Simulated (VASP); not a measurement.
The system is TiCo.

```
Ti Co
1.0
     3.03088   -0.06518   -0.02754
    -0.06518    2.94318   -0.09099
    -0.02754   -0.09099    3.08500
Ti Co
1 1
Direct
  0.00000 0.00000 0.00000
  0.50000 0.50000 0.50000
```

Base run:

* Program: VASP 6.6.1
* Functional: PBE
* Dispersion: D3(BJ)
* Potentials or basis: VASP PAW PBE potentials, release 64 (Ti_sv, Co)
* Cutoff: 520 eV
* k mesh: 6 × 6 × 6
* Occupations: gaussian, width 0.1 eV
* Spin: collinear spin, ferromagnetic start
* Starting moments: [0.0, 0.6] μB

Its results: pressure -13.0 GPa; net moment 0.45 μB per cell; site moments Ti -0.08; Co +0.59 μB.

Q: The run is repeated on the same cell with these changes: potentials or basis from VASP PAW PBE potentials, release 64 (Ti_sv, Co) to VASP PAW PBE potentials, release 64 (Ti_sv, Co_sv); cutoff from 520 eV to 600 eV; further incar settings from ALGO = Normal; EDIFF = 1e-06; NBANDS = 22 to ALGO = Normal; EDIFF = 1e-06; NBANDS = 26; valence electrons from 21 to 29. What comes out?

A: Pressure -13.8 GPa; net moment 0.56 μB per cell; site moments Ti -0.08; Co +0.69 μB.

Caveats: pairwise dispersion overbinds metals, which lowers pressure and volume.
